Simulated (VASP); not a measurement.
# Al2Te4Au (I-4) in VASP: single point with r2SCAN

Aim: the single point of Al2Te4Au with r2SCAN.

Program: VASP 6.6.1. These are calculated values, not measurements. Logs are shortened: lines on timing, memory, paths and dates and some standing lists are left out, and cuts for length are marked.

## Step 1: The cell of the first run

The structure is tetragonal, space group I-4 (No. 82). Conventional cell: a = 6.070 Å, b = 6.070 Å, c = 11.875 Å, α = 90.00°, β = 90.00°, γ = 90.00°. Al (site symmetry -4) has 4 Te at 2.64 Å within 3.5 Å. Al (site symmetry -4) has 4 Te at 2.64 Å within 3.5 Å. Within 3.6 Å of Au (site symmetry -4) lie 4 Te at 2.72 Å. Te (site symmetry 1) has 2 Al at 2.64 Å and 1 Au at 2.72 Å within 3.5 Å.

## Step 2: Single point, r2SCAN

The input, POSCAR:

```
Al2Te4Au
1.0
    0.0000000000      6.0703764143      0.0000002487
    6.0703764143      0.0000000000      0.0000002487
    3.0351884504      3.0351884504     -5.9375572011
Al Au Te
2 1 4
Direct
    0.5000000000      0.5000000000      0.0000000000
    0.7500000000      0.2500000000      0.5000000000
    0.0000000000      0.0000000000      0.0000000000
    0.3776990585      0.4047694360      0.7302320635
    0.5952305640      0.1079311220      0.2697679365
    0.8920688780      0.8649985005      0.7302320635
    0.1350014995      0.6223009415      0.2697679365
```

The input, INCAR.step1:

```
SYSTEM = Al2Te4Au
PREC     = Accurate       ! precision mode
ENCUT    = 520            ! plane-wave cutoff, eV
ISMEAR   = -1             ! smearing method
SIGMA    = 0.1136         ! smearing width, eV
LREAL    = .FALSE.        ! projectors in reciprocal space
LASPH    = .TRUE.         ! aspherical terms in the spheres
NELM     = 80             ! most SCF steps
NBANDS   = 30             ! bands
GGA      = PE             ! functional
ALGO     = Normal         ! electronic algorithm
EDIFF    = 1E-4           ! SCF threshold, eV
LWAVE    = .TRUE.         ! write WAVECAR
LCHARG   = .FALSE.        ! write CHGCAR
```

The input, INCAR.step2:

```
SYSTEM = Al2Te4Au
PREC     = Accurate       ! precision mode
ENCUT    = 520            ! plane-wave cutoff, eV
EDIFF    = 1E-7           ! SCF threshold, eV
ISMEAR   = -1             ! smearing method
SIGMA    = 0.1136         ! smearing width, eV
LREAL    = .FALSE.        ! projectors in reciprocal space
LASPH    = .TRUE.         ! aspherical terms in the spheres
NELM     = 80             ! most SCF steps
ALGO     = Normal         ! electronic algorithm
ISIF     = 2              ! what is computed and relaxed
LWAVE    = .FALSE.        ! write WAVECAR
LCHARG   = .FALSE.        ! write CHGCAR
METAGGA  = R2SCAN         ! meta-GGA
LMIXTAU  = .TRUE.       
NBANDS   = 30             ! bands
ISTART   = 1
```

The input, KPOINTS:

```
Automatic mesh
0
G
  5 5 5
  0 0 0
```

Potentials or basis: VASP PAW PBE potentials, release 64 (Al, Au, Te).

Command:

```
> cat potpaw_PBE.64/Al/POTCAR potpaw_PBE.64/Au/POTCAR potpaw_PBE.64/Te/POTCAR > POTCAR
> cp INCAR.step1 INCAR
> mpirun -np 1 vasp_std > vasp.out
> cp INCAR.step2 INCAR
> mpirun -np 1 vasp_std > vasp.out
```

OUTCAR:

```text
SYSTEM = Al2Te4Au
   PREC = Accurate
   ENCUT = 520
   EDIFF = 1E-7
   ISMEAR = -1
   LREAL = .FALSE.
   LASPH = .TRUE.
   NELM = 80
   ISIF = 2
   METAGGA = R2SCAN
   ISTART = 1

 ion  position               nearest neighbor table
   1  0.500  0.500  0.000-   4 2.64   7 2.64   5 2.64   6 2.64
   2  0.750  0.250  0.500-   5 2.64   4 2.64   6 2.64   7 2.64
   3  0.000  0.000  0.000-   6 2.72   7 2.72   5 2.72   4 2.72
   4  0.378  0.405  0.730-   1 2.64   2 2.64   3 2.72
   5  0.595  0.108  0.270-   1 2.64   2 2.64   3 2.72
   6  0.892  0.865  0.730-   1 2.64   2 2.64   3 2.72
   7  0.135  0.622  0.270-   1 2.64   2 2.64   3 2.72

  LATTYP: Found a body centered tetragonal cell.
 ALAT       =     6.0703764143
 C/A-ratio  =     1.9562402871

  Lattice vectors:

 A1 = (  -3.0351884504,   3.0351879639,   5.9375574498)
 A2 = (   3.0351879639,  -3.0351884504,   5.9375574498)
 A3 = (   3.0351884504,   3.0351884504,  -5.9375572011)

Analysis of symmetry for initial positions (statically):
=====================================================================
 Subroutine PRICEL returns:
 Original cell was already a primitive cell.

 Routine SETGRP: Setting up the symmetry group for a
 body centered tetragonal supercell.

 Subroutine GETGRP returns: Found  4 space group operations
 (whereof  4 operations were pure point group operations)
 out of a pool of 16 trial point group operations.

The static configuration has the point symmetry S_4 .

Analysis of symmetry for dynamics (positions and initial velocities):
=====================================================================
 Subroutine PRICEL returns:
 Original cell was already a primitive cell.

 Routine SETGRP: Setting up the symmetry group for a
 body centered tetragonal supercell.

 Subroutine GETGRP returns: Found  4 space group operations
 (whereof  4 operations were pure point group operations)
 out of a pool of 16 trial point group operations.

The dynamic configuration has the point symmetry S_4 .

 Subroutine INISYM returns: Found  4 space group operations
 (whereof  4 operations are pure point group operations),
 and found     1 'primitive' translations

----------------------------------------------------------------------------------------

                                     Primitive cell

  volume of cell :     218.7958

  direct lattice vectors                    reciprocal lattice vectors
     0.000000000  6.070376414  0.000000249    -0.000000003  0.164734427  0.084209718
     6.070376414  0.000000000  0.000000249     0.164734427 -0.000000003  0.084209718
     3.035188450  3.035188450 -5.937557201     0.000000007  0.000000007 -0.168419423

  length of vectors
     6.070376414  6.070376414  7.326617458     0.185010021  0.185010021  0.168419423

  position of ions in fractional coordinates (direct lattice)
     0.500000000  0.500000000  1.000000000
     0.750000000  0.250000000  0.500000000
     0.000000000  0.000000000  0.000000000
     0.377699058  0.404769436  0.730232063
     0.595230564  0.107931122  0.269767937
     0.892068878  0.864998501  0.730232063
     0.135001499  0.622300942  0.269767937

  ion indices of the primitive-cell ions
   primitive index   ion index
                 1           1
                 2           2
                 3           3
                 4           4
                 5           5
                 6           6
                 7           7

----------------------------------------------------------------------------------------

 KPOINTS: Automatic mesh

Automatic generation of k-mesh.
 Grid dimensions read from file:
 generate k-points for:    5    5    5

 Generating k-lattice:

  Cartesian coordinates                     Fractional coordinates (reciprocal lattice)
    -0.000000001  0.032946885  0.016841944     0.200000000  0.000000000  0.000000000
     0.032946885 -0.000000001  0.016841944     0.000000000  0.200000000  0.000000000
     0.000000001  0.000000001 -0.033683885    -0.000000000 -0.000000000  0.200000000

  Length of vectors
     0.037002004  0.037002004  0.033683885

  Shift w.r.t. Gamma in fractional coordinates (k-lattice)
     0.000000000  0.000000000  0.000000000

 Subroutine IBZKPT returns following result:
 ===========================================

 Found     21 irreducible k-points:

 Following reciprocal coordinates:
            Coordinates               Weight
  0.000000  0.000000  0.000000      1.000000
  0.200000  0.000000 -0.000000      8.000000
  0.400000  0.000000 -0.000000      8.000000
  0.200000  0.200000 -0.000000      8.000000
  0.400000  0.200000 -0.000000      8.000000
 -0.200000 -0.400000  0.000000      8.000000
[... 13 lines left out ...]
 -0.000000 -0.000000  0.400000      2.000000
 -0.200000 -0.000000  0.400000      4.000000
   k-points           NKPTS =     21   k-points in BZ     NKDIM =     21   number of bands    NBANDS=     30
   number of dos      NEDOS =    301   number of ions     NIONS =      7
   total plane-waves  NPLWV = 124416
   dimension x,y,z NGX =    48 NGY =   48 NGZ =   54
   dimension x,y,z NGXF=    96 NGYF=   96 NGZF=  108
   ions per type =               2   1   4
   NGX,Y,Z   is equivalent  to a cutoff of  13.15, 13.15, 12.25 a.u.
   NGXF,Y,Z  is equivalent  to a cutoff of  26.29, 26.29, 24.51 a.u.
 SYSTEM =  Al2Te4Au
   PREC   = accura    normal or accurate (medium, high low for compatibility)
   ISTART =      1    job   : 0-new  1-cont  2-samecut
   ICHARG =      0    charge: 1-file 2-atom 10-const
   ISPIN  =      1    spin polarized calculation?
   LNONCOLLINEAR =      F non collinear calculations
   LSORBIT =      F    spin-orbit coupling
   LASPH  =      T    aspherical Exc in radial PAW
   ENCUT  =  520.0 eV  38.22 Ry    6.18 a.u.  11.29 11.29 13.62*2*pi/ulx,y,z
   NELM   =     80;   NELMIN=  2; NELMDL=  0     # of ELM steps
   EDIFF  = 0.1E-06   stopping-criterion for ELM
   LREAL  =      F    real-space projection
   EDIFFG = 0.1E-05   stopping-criterion for IOM
   NSW    =      0    number of steps for IOM
   IBRION =     -1    ionic relax: 0-MD 1-quasi-New 2-CG
   NFREE  =      0    steps in history (QN), initial steepest desc. (CG)
   ISIF   =      2    stress and relaxation
   ISYM   =      2    0-nonsym 1-usesym 2-fastsym
   POTIM  = 0.5000    time-step for ionic-motion
   TEBEG  =    0.0;   TEEND  =   0.0 temperature during run
   PSTRESS=    0.0 pullay stress
   NELECT =      41.0000    total number of electrons
   NUPDOWN=      -1.0000    fix difference up-down
   EMIN   =  10.00;   EMAX   =-10.00  energy-range for DOS
   EFERMI =   0.00;   METHOD = LEGACY
   ISMEAR =    -1;   SIGMA  =   0.11  broadening in eV -4-tet -1-fermi 0-gaus
   EFERMI_NEDOS =   21; number of points for ismear=-14 and -15
   IALGO  =     38    algorithm
   IMIX   =      4    mixing-type and parameters
     AMIX     =   0.40;   BMIX     =  1.00
     AMIX_MAG =   1.60;   BMIX_MAG =  1.00
  volume/ion in A,a.u.               =      31.26       210.93
  Fermi-wavevector in a.u.,A,eV,Ry     =   0.936821  1.770334 11.940919  0.877633
  Thomas-Fermi vector in A             =   2.063869
   LORBIT       =      0    0 simple, 1 ext, 2 COOP (PROOUT), +10 PAW based schemes
   METAGGA = R2SCAN    functional components
   LHFCALC =     F    Hartree Fock is set to
   AEXX    =    0.0000 exact exchange contribution
   IVDW    =     0    specifies the selected vdW correction
   LEPSILON=     F    determine dielectric tensor
   LRPA    =     F    only Hartree local field effects (RPA)
 non-spin polarized calculation
  energy-cutoff  :      520.00
  volume of cell :      218.80
 maximum number of plane-waves:      5908
 NGX is ok and might be reduce to    48
   NGX = 23   NGY = 23   NGZ = 27

 number of electron      41.0000000 magnetization

 Free energy of the ion-electron system (eV)
  ---------------------------------------------------
  ext. energy  EPLUGINS =         0.00000000
  ---------------------------------------------------
  free energy    TOTEN  =      -168.32384168 eV

  energy without entropy =     -168.13665654  energy(sigma->0) =     -168.23024911

 E-fermi :   4.1679     XC(G=0):  -9.2015

 val. band max:        4.1375890890   @ k =  -0.4000  -0.0000   0.2000
 cond. band min:       4.1707575695   @ k =   0.2000   0.2000  -0.0000
 fundamental gap:      0.0331684805
 Fermi energy:         4.1678599782

 k-point     1 :       0.0000    0.0000    0.0000
  band No.  band energies     occupation
      1      -8.1015      2.00000
      2      -6.6559      2.00000
      3      -6.6559      2.00000
      4      -6.6129      2.00000
      5      -1.8459      2.00000
      6      -0.8110      2.00000
[... 22 lines left out ...]
     29       9.5725      0.00000
     30       9.5725      0.00000

 k-point     2 :       0.2000    0.0000   -0.0000
  band No.  band energies     occupation
      1      -7.9737      2.00000
      2      -6.7746      2.00000
      3      -6.7097      2.00000
      4      -6.6513      2.00000
      5      -1.7128      2.00000
      6      -0.9004      2.00000
[... 22 lines left out ...]
     29       9.4445      0.00000
     30       9.7418      0.00000

 k-point     3 :       0.4000    0.0000   -0.0000
  band No.  band energies     occupation
      1      -7.6353      2.00000
      2      -7.1229      2.00000
      3      -6.7741      2.00000
      4      -6.7174      2.00000
      5      -1.4629      2.00000
      6      -0.9501      2.00000
[... 22 lines left out ...]
     29       9.5528      0.00000
     30      10.0192      0.00000

 k-point     4 :       0.2000    0.2000   -0.0000
  band No.  band energies     occupation
      1      -7.8055      2.00000
      2      -6.8534      2.00000
      3      -6.7957      2.00000
      4      -6.7395      2.00000
      5      -1.5795      2.00000
      6      -1.0235      2.00000
[... 517 lines left out ...]
     29      10.0114      0.00000
     30      10.2250      0.00000

 k-point    20 :      -0.0000   -0.0000    0.4000
  band No.  band energies     occupation
      1      -7.6869      2.00000
      2      -7.2323      2.00000
      3      -6.6658      2.00000
      4      -6.6658      2.00000
      5      -1.5418      2.00000
      6      -1.2799      2.00000
[... 22 lines left out ...]
     29       9.3748      0.00000
     30      10.6875      0.00000

 k-point    21 :      -0.2000   -0.0000    0.4000
  band No.  band energies     occupation
      1      -7.4536      2.00000
      2      -7.3578      2.00000
      3      -6.8320      2.00000
      4      -6.6581      2.00000
      5      -1.4032      2.00000
      6      -1.2309      2.00000
[... 22 lines left out ...]
     29       9.6893      0.00000
     30      10.2141      0.00000

------------------------ aborting loop because EDIFF is reached ----------------------------------------

  FORCE on cell =-STRESS in cart. coord.  units (eV):
  Direction    XX          YY          ZZ          XY          YZ          ZX
  --------------------------------------------------------------------------------------
  -------------------------------------------------------------------------------------
  Total       -0.0740854     -0.0740854     -0.0991825      0.0000059      0.0000000      0.0000000
  in kB       -0.5425057     -0.5425057     -0.7262841      0.0000432      0.0000000      0.0000000
  external PRESSURE =      -0.6037651 kB  Pullay stress =       0.0000000 kB

 VOLUME and BASIS-vectors are now :
 -----------------------------------------------------------------------------
  energy-cutoff  :      520.00
  volume of cell :      218.80
      direct lattice vectors                 reciprocal lattice vectors
     0.000000000  6.070376414  0.000000249    -0.000000003  0.164734427  0.084209718
     6.070376414  0.000000000  0.000000249     0.164734427 -0.000000003  0.084209718
     3.035188450  3.035188450 -5.937557201     0.000000007  0.000000007 -0.168419423

 POSITION                                       TOTAL-FORCE (eV/Angst)
 -----------------------------------------------------------------------------------
      3.03519      3.03519      0.00000         0.000000     -0.000000      0.000000
      3.03519      6.07038     -2.96878         0.000000     -0.000000      0.000000
      0.00000      0.00000      0.00000         0.000000     -0.000000      0.000000
      4.67349      4.50917     -4.33579        -0.006626     -0.005690     -0.006021
      1.47398      4.43207     -1.60176        -0.005690      0.006626      0.006021
      7.46726      7.63159     -4.33579         0.006626      0.005690     -0.006021
      4.59640      1.63831     -1.60176         0.005690     -0.006626      0.006021
 -----------------------------------------------------------------------------------
    total drift:                                0.000141      0.000134     -0.000007

  FREE ENERGIE OF THE ION-ELECTRON SYSTEM (eV)
  ---------------------------------------------------
  free  energy   TOTEN  =      -168.3238416771 eV

  energy  without entropy=     -168.1366565362  energy(sigma->0) =     -168.23024911
```

Wall time 4.7 min (1 thread of Intel Xeon 6975P-C (Granite Rapids), shared host); peak memory 0.46 GiB.

What came out:

* Free energy: -168.3238 eV
* Pressure: -0.1 GPa
* Largest force: 0.011 eV/Å
* Band gap on the k mesh: zero (an odd number of electrons rules out a gap without spin polarisation)

Forces on the atoms (eV/Å):
```
Al   0.000  0.000  0.000
Al   0.000  0.000  0.000
Au   0.000  0.000  0.000
Te  -0.007 -0.006 -0.006
Te  -0.006  0.007  0.006
Te   0.007  0.006 -0.006
Te   0.006 -0.007  0.006
```

Caveat: the PAW data sets were made with another functional, which shifts forces and pressure a little; spin-orbit coupling is left out, which moves the levels of the heavy elements.
